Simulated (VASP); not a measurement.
Rb, 2 atoms in the cell. Symmetry: Fd-3m, No. 227, cubic system. Conventional cell: a = 6.864 Å, b = 6.864 Å, c = 6.864 Å, α = 90.00°, β = 90.00°, γ = 90.00°. Rb (site symmetry -43m) has 4 Rb at 2.97 Å within 3.9 Å. 

| Property | Result |
| --- | --- |
| Program | VASP 6.6.1 |
| Task | relaxation of cell and atoms |
| Functional | PBE |
| Potentials or basis | VASP PAW PBE potentials, release 64 (Rb_sv) |
| Cutoff | 600 eV |
| k mesh | 9 × 9 × 9 |
| Occupations | fermi-dirac, width 0.08 eV |
| Spin | no spin polarisation |
| Target pressure | 10 GPa |
| Dipole correction | no |
| Further INCAR settings | ALGO = Normal; EDIFF = 1e-06; IBRION = 2; EDIFFG = -0.005; NSW = 32; ISIF = 3 |

Potentials or basis: VASP PAW PBE potentials, release 64 (Rb_sv).

Command:

```console
$ cat potpaw_PBE.64/Rb_sv/POTCAR > POTCAR
$ mpirun -np 1 vasp_std > vasp.out
```

Hardware: 1 thread of AMD EPYC 7R43 64-Core Processor (Zen 3) (shared host).

**Question.** How long does it take, and how much memory?

**Answer.** Run time: 2.4 min on 1 thread of AMD EPYC 7R43 64-Core Processor (Zen 3), on a shared host, peak memory 0.22 GiB. Counts: scf iterations 23, k points 35, ion steps 3.
